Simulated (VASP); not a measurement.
# Ni (Fm-3m) in VASP: a series of runs

Runs on Ni. Level: PBE. Tasks: single point.

All numbers are computed with VASP 6.6.1; they aren't measurements. Logs are shortened: lines on timing, memory, paths and dates and some standing lists are left out, and cuts for length are marked.

### Step 1. The cell of the first run

It takes space group Fm-3m (No. 225, cubic). The conventional cell has a = 3.543 Å, b = 3.543 Å, c = 3.543 Å, α = 90.00°, β = 90.00°, γ = 90.00°. Ni (site symmetry m-3m) has 12 Ni at 2.51 Å within 3.3 Å.

### Step 2. Single point, PBE

INCAR

```
PREC     = Accurate       # precision mode
ENCUT    = 520            # plane-wave cutoff, eV
EDIFF    = 1E-7           # SCF threshold, eV
ISMEAR   = -1             # smearing method
SIGMA    = 0.05           # smearing width, eV
LREAL    = F              # projectors in reciprocal space
LASPH    = T              # aspherical terms in the spheres
NELM     = 60             # most SCF steps
ALGO     = Normal         # electronic algorithm
ISIF     = 2              # what is computed and relaxed
LWAVE    = F              # write WAVECAR
LCHARG   = F              # write CHGCAR
GGA      = PE             # functional
NBANDS   = 11             # bands
```

KPOINTS

```
Automatic mesh
0
Gamma
  14 14 14
```

POSCAR

```
Ni
1.0
    0.0000000000      1.7716500000      1.7716500000
    1.7716500000      0.0000000000      1.7716500000
    1.7716500000      1.7716500000      0.0000000000
Ni
1
Direct
    0.0000000000      0.0000000000      0.0000000000
```

Potentials or basis: VASP PAW PBE potentials, release 64 (Ni).

On the command line:

```console
$ cat potpaw_PBE.64/Ni/POTCAR > POTCAR
$ mpirun -np 1 vasp_std > vasp.out
```

OUTCAR:

```text
PREC = Accurate
   ENCUT = 520
   EDIFF = 1E-7
   ISMEAR = -1
   LREAL = F
   LASPH = T
   NELM = 60
   ISIF = 2
   GGA = PE

 ion  position               nearest neighbor table
   1  0.000  0.000  0.000-

  LATTYP: Found a face centered cubic cell.
 ALAT       =     3.5433000000

  Lattice vectors:

 A1 = (   0.0000000000,   1.7716500000,   1.7716500000)
 A2 = (   1.7716500000,   0.0000000000,   1.7716500000)
 A3 = (   1.7716500000,   1.7716500000,   0.0000000000)

Analysis of symmetry for initial positions (statically):
=====================================================================
 Subroutine PRICEL returns:
 Original cell was already a primitive cell.

 Routine SETGRP: Setting up the symmetry group for a
 face centered cubic supercell.

 Subroutine GETGRP returns: Found 48 space group operations
 (whereof 48 operations were pure point group operations)
 out of a pool of 48 trial point group operations.

The static configuration has the point symmetry O_h .

Analysis of symmetry for dynamics (positions and initial velocities):
=====================================================================
 Subroutine PRICEL returns:
 Original cell was already a primitive cell.

 Routine SETGRP: Setting up the symmetry group for a
 face centered cubic supercell.

 Subroutine GETGRP returns: Found 48 space group operations
 (whereof 48 operations were pure point group operations)
 out of a pool of 48 trial point group operations.

The dynamic configuration has the point symmetry O_h .

 Subroutine INISYM returns: Found 48 space group operations
 (whereof 48 operations are pure point group operations),
 and found     1 'primitive' translations

----------------------------------------------------------------------------------------

                                     Primitive cell

  volume of cell :      11.1215

  direct lattice vectors                    reciprocal lattice vectors
     0.000000000  1.771650000  1.771650000    -0.282222787  0.282222787  0.282222787
     1.771650000  0.000000000  1.771650000     0.282222787 -0.282222787  0.282222787
     1.771650000  1.771650000  0.000000000     0.282222787  0.282222787 -0.282222787

  length of vectors
     2.505491458  2.505491458  2.505491458     0.488824206  0.488824206  0.488824206

  position of ions in fractional coordinates (direct lattice)
     0.000000000  0.000000000  0.000000000

  ion indices of the primitive-cell ions
   primitive index   ion index
                 1           1

----------------------------------------------------------------------------------------

 KPOINTS: Automatic mesh

Automatic generation of k-mesh.
 Grid dimensions read from file:
 generate k-points for:   14   14   14

 Generating k-lattice:

  Cartesian coordinates                     Fractional coordinates (reciprocal lattice)
    -0.020158770  0.020158770  0.020158770     0.071428571  0.000000000  0.000000000
     0.020158770 -0.020158770  0.020158770     0.000000000  0.071428571  0.000000000
     0.020158770  0.020158770 -0.020158770     0.000000000  0.000000000  0.071428571

  Length of vectors
     0.034916015  0.034916015  0.034916015

  Shift w.r.t. Gamma in fractional coordinates (k-lattice)
     0.000000000  0.000000000  0.000000000

 Subroutine IBZKPT returns following result:
 ===========================================

 Found    104 irreducible k-points:

 Following reciprocal coordinates:
            Coordinates               Weight
  0.000000  0.000000  0.000000      1.000000
  0.071429  0.000000  0.000000      8.000000
  0.142857  0.000000  0.000000      8.000000
  0.214286  0.000000  0.000000      8.000000
  0.285714  0.000000  0.000000      8.000000
  0.357143  0.000000  0.000000      8.000000
[... 16 lines left out ...]
  0.214286  0.142857  0.000000     24.000000
  0.285714  0.142857  0.000000     24.000000
 [... further k-points ...]
   k-points           NKPTS =    104   k-points in BZ     NKDIM =    104   number of bands    NBANDS=     11
   number of dos      NEDOS =    301   number of ions     NIONS =      1
   total plane-waves  NPLWV =   8000
   dimension x,y,z NGX =    20 NGY =   20 NGZ =   20
   dimension x,y,z NGXF=    40 NGYF=   40 NGZF=   40
   ions per type =               1
   NGX,Y,Z   is equivalent  to a cutoff of  13.27, 13.27, 13.27 a.u.
   NGXF,Y,Z  is equivalent  to a cutoff of  26.54, 26.54, 26.54 a.u.
 SYSTEM =  unknown system
   PREC   = accura    normal or accurate (medium, high low for compatibility)
   ISTART =      0    job   : 0-new  1-cont  2-samecut
   ICHARG =      2    charge: 1-file 2-atom 10-const
   ISPIN  =      1    spin polarized calculation?
   LNONCOLLINEAR =      F non collinear calculations
   LSORBIT =      F    spin-orbit coupling
   LASPH  =      T    aspherical Exc in radial PAW
   ENCUT  =  520.0 eV  38.22 Ry    6.18 a.u.   4.66  4.66  4.66*2*pi/ulx,y,z
   NELM   =     60;   NELMIN=  2; NELMDL= -5     # of ELM steps
   EDIFF  = 0.1E-06   stopping-criterion for ELM
   LREAL  =      F    real-space projection
   EDIFFG = 0.1E-05   stopping-criterion for IOM
   NSW    =      0    number of steps for IOM
   IBRION =     -1    ionic relax: 0-MD 1-quasi-New 2-CG
   NFREE  =      0    steps in history (QN), initial steepest desc. (CG)
   ISIF   =      2    stress and relaxation
   ISYM   =      2    0-nonsym 1-usesym 2-fastsym
   POTIM  = 0.5000    time-step for ionic-motion
   TEBEG  =    0.0;   TEEND  =   0.0 temperature during run
   PSTRESS=    0.0 pullay stress
   NELECT =      10.0000    total number of electrons
   NUPDOWN=      -1.0000    fix difference up-down
   EMIN   =  10.00;   EMAX   =-10.00  energy-range for DOS
   EFERMI =   0.00;   METHOD = LEGACY
   ISMEAR =    -1;   SIGMA  =   0.05  broadening in eV -4-tet -1-fermi 0-gaus
   EFERMI_NEDOS =   21; number of points for ismear=-14 and -15
   IALGO  =     38    algorithm
   IMIX   =      4    mixing-type and parameters
     AMIX     =   0.40;   BMIX     =  1.00
     AMIX_MAG =   1.60;   BMIX_MAG =  1.00
  volume/ion in A,a.u.               =      11.12        75.05
  Fermi-wavevector in a.u.,A,eV,Ry     =   1.580108  2.985972 33.970248  2.496743
  Thomas-Fermi vector in A             =   2.680386
   LORBIT       =      0    0 simple, 1 ext, 2 COOP (PROOUT), +10 PAW based schemes
   GGA     = PE    functional components
   LHFCALC =     F    Hartree Fock is set to
   AEXX    =    0.0000 exact exchange contribution
   IVDW    =     0    specifies the selected vdW correction
   LEPSILON=     F    determine dielectric tensor
   LRPA    =     F    only Hartree local field effects (RPA)
 non-spin polarized calculation
  energy-cutoff  :      520.00
  volume of cell :       11.12
 maximum number of plane-waves:       310
   NGX =  9   NGY =  9   NGZ =  9

 number of electron      10.0000009 magnetization

 Free energy of the ion-electron system (eV)
  ---------------------------------------------------
  ext. energy  EPLUGINS =         0.00000000
  ---------------------------------------------------
  free energy    TOTEN  =        -5.42315298 eV

  energy without entropy =       -5.39141723  energy(sigma->0) =       -5.40728511

 E-fermi :   8.8560     XC(G=0): -13.1258

 val. band max:        8.8557306221   @ k =  -0.1429   0.2143   0.0714
 cond. band min:       8.8560194649   @ k =   0.5000   0.0714   0.0000
 fundamental gap:      0.0002888428
 Fermi energy:         8.8559521763

 k-point     1 :       0.0000    0.0000    0.0000
  band No.  band energies     occupation
      1       0.1923      2.00000
      2       7.0787      2.00000
      3       7.0787      2.00000
      4       7.0787      2.00000
      5       8.1391      2.00000
      6       8.1391      2.00000
      7      32.5214      0.00000
      8      36.2868      0.00000
      9      36.2868      0.00000
     10      36.2868      0.00000
     11      39.2163      0.00000

 k-point     2 :       0.0714    0.0000    0.0000
  band No.  band energies     occupation
      1       0.3886      2.00000
      2       7.0265      2.00000
      3       7.1221      2.00000
      4       7.1221      2.00000
      5       8.1209      2.00000
      6       8.1209      2.00000
      7      31.7928      0.00000
      8      34.2808      0.00000
      9      35.8428      0.00000
     10      35.8428      0.00000
     11      39.8830      0.00000

 k-point     3 :       0.1429    0.0000    0.0000
  band No.  band energies     occupation
      1       0.9639      2.00000
      2       6.8935      2.00000
      3       7.2217      2.00000
      4       7.2217      2.00000
      5       8.0959      2.00000
      6       8.0959      2.00000
      7      28.7384      0.00000
      8      33.3962      0.00000
      9      35.0846      0.00000
     10      35.0846      0.00000
     11      40.3397      0.00000

 k-point     4 :       0.2143    0.0000    0.0000
  band No.  band energies     occupation
      1       1.8678      2.00000
      2       6.7522      2.00000
      3       7.2845      2.00000
      4       7.2845      2.00000
      5       8.1517      2.00000
      6       8.1517      2.00000
      7      25.1087      0.00000
      8      32.9130      0.00000
      9      34.4243      0.00000
     10      34.4243      0.00000
     11      40.4672      0.00000
[... 239 lines left out ...]
 k-point    22 :       0.1429    0.1429    0.0000
  band No.  band energies     occupation
      1       1.2160      2.00000
      2       6.7217      2.00000
      3       7.3657      2.00000
      4       7.3657      2.00000
      5       7.8249      2.00000
      6       8.2672      1.99998
      7      30.9961      0.00000
      8      31.7880      0.00000
      9      31.7880      0.00000
     10      33.0771      0.00000
     11      39.1703      0.00000

 k-point    23 :       0.2143    0.1429    0.0000
  band No.  band energies     occupation
      1       1.8796      2.00000
      2       6.5505      2.00000
      3       7.4296      2.00000
      4       7.4980      2.00000
      5       7.8051      2.00000
      6       8.3414      1.99993
      7      28.0192      0.00000
      8      30.6330      0.00000
      9      31.2790      0.00000
     10      33.4325      0.00000
     11      37.5143      0.00000

 k-point    24 :       0.2857    0.1429    0.0000
  band No.  band energies     occupation
      1       2.8207      2.00000
      2       6.4055      2.00000
      3       7.2604      2.00000
      4       7.5505      2.00000
      5       8.1342      2.00000
      6       8.4855      1.99879
      7      24.4157      0.00000
      8      29.8325      0.00000
      9      30.5895      0.00000
     10      33.1881      0.00000
     11      38.1224      0.00000

 [... further k-points ...]
[... 5 lines left out ...]
  --------------------------------------------------------------------------------------
  -------------------------------------------------------------------------------------
  Total       -0.3420201     -0.3420201     -0.3420201      0.0000000      0.0000000      0.0000000
  in kB      -49.2718011    -49.2718011    -49.2718011      0.0000000      0.0000000      0.0000000
  external PRESSURE =     -49.2718011 kB  Pullay stress =       0.0000000 kB

 VOLUME and BASIS-vectors are now :
 -----------------------------------------------------------------------------
  energy-cutoff  :      520.00
  volume of cell :       11.12
      direct lattice vectors                 reciprocal lattice vectors
     0.000000000  1.771650000  1.771650000    -0.282222787  0.282222787  0.282222787
     1.771650000  0.000000000  1.771650000     0.282222787 -0.282222787  0.282222787
     1.771650000  1.771650000  0.000000000     0.282222787  0.282222787 -0.282222787

 POSITION                                       TOTAL-FORCE (eV/Angst)
 -----------------------------------------------------------------------------------
      0.00000      0.00000      0.00000         0.000000     -0.000000      0.000000
 -----------------------------------------------------------------------------------
    total drift:                                0.000000      0.000000      0.000000

  FREE ENERGIE OF THE ION-ELECTRON SYSTEM (eV)
  ---------------------------------------------------
  free  energy   TOTEN  =        -5.4231529833 eV

  energy  without entropy=       -5.3914172305  energy(sigma->0) =       -5.40728511
```

It took 14 s on 1 thread of Intel Xeon Platinum 8259CL at 2.50GHz (Skylake/Cascade Lake), shared host; peak memory 0.13 GiB.

What came out:

```yaml
Free_energy: -5.4232 eV
Pressure: -4.9 GPa
Band_gap_on_the_k_mesh: zero (band 5 reaches 9.03 eV, above the bottom of band 6 at 8.10 eV)
```

Caveat: the run has no spin polarisation, though such a crystal can be magnetic.

### Step 3. Single point, PBE

INCAR

```
SYSTEM = Ni
ALGO = Normal
EDIFF = 1E-7
ENCUT = 520
GGA = PE
ISIF = 2
ISMEAR = -1
LASPH = .True.
LCHARG = .False.
LREAL = .False.
LWAVE = .False.
NBANDS = 11
NELM = 100
PREC = Accurate
SIGMA = 0.05
```

KPOINTS

```
k-points
0
Gamma
  14 14 14
  0 0 0
```

POSCAR is that of step 2.

Potentials or basis: VASP PAW PBE potentials, release 64 (Ni).

On the command line:

```console
$ cat potpaw_PBE.64/Ni/POTCAR > POTCAR
$ mpirun -np 1 vasp_std > vasp.out
```

Run time: 16 s. Hardware: 1 thread of Intel Xeon Platinum 8259CL at 2.50GHz (Skylake/Cascade Lake), shared host; peak memory 0.13 GiB.

The run converged. Its results:

```yaml
Free_energy: -5.4232 eV
Pressure: -4.9 GPa
Band_gap_on_the_k_mesh: zero (band 5 reaches 9.03 eV, above the bottom of band 6 at 8.10 eV)
```

Levels at points of the mesh, in eV from the Fermi level:
```csv
k point,band 2,band 3,band 4,band 5,band 6,band 7,band 8,band 9
"(0.00, 0.00, 0.00)",-1.78,-1.78,-1.78,-0.72,-0.72,23.67,27.43,27.43
"(0.50, 0.00, 0.00)",-1.82,-1.82,-0.07,0.00,0.00,5.93,22.17,24.55
"(0.50, 0.50, 0.00)",-3.55,-0.02,0.17,0.17,2.63,9.36,14.84,14.84
```

Caveat: the run has no spin polarisation, though such a crystal can be magnetic.

### Step 4. Single point, PBE

INCAR

```
PREC = Accurate
ENCUT = 520
EDIFF = 1E-6
ISMEAR = -5
SIGMA = 0.1
LREAL = F
LASPH = T
NELM = 60
ALGO = Normal
ISIF = 2
LWAVE = F
LCHARG = T
GGA = PE
LELF = T
LVHAR = T
NBANDS = 11
```

KPOINTS

```
Automatic mesh
0
Gamma
  14 14 14
```

POSCAR is that of step 3.

On the command line:

```console
$ cat potpaw_PBE.64/Ni/POTCAR > POTCAR
$ mpirun -np 1 vasp_std > vasp.out
```

It took 14 s on 1 thread of Intel Xeon Platinum 8259CL at 2.50GHz (Skylake/Cascade Lake), shared host; peak memory 0.13 GiB.

Results (log left out):

| Property | Result |
| --- | --- |
| Free energy | -5.4087 eV |
| Pressure | -5.3 GPa |
| Band gap on the k mesh | zero (band 5 reaches 9.04 eV, above the bottom of band 6 at 8.10 eV) |

Levels at points of the mesh, in eV from the Fermi level:
| k point | band 1 | band 2 | band 3 | band 4 | band 5 | band 6 | band 7 | band 8 | band 9 | band 10 |
| --- | --- | --- | --- | --- | --- | --- | --- | --- | --- | --- |
| (0.00, 0.00, 0.00) | -8.66 | -1.77 | -1.77 | -1.77 | -0.70 | -0.70 | 23.67 | 27.44 | 27.44 | 27.44 |
| (0.50, 0.00, 0.00) | -4.27 | -1.81 | -1.81 | -0.07 | 0.01 | 0.01 | 5.94 | 22.18 | 24.56 | 24.56 |
| (0.50, 0.50, 0.00) | -4.11 | -3.54 | 0.00 | 0.19 | 0.19 | 2.63 | 9.37 | 14.84 | 14.84 | 19.76 |

Caveat: the run has no spin polarisation, though such a crystal can be magnetic; tetrahedron occupations give inexact forces and stress in metals.
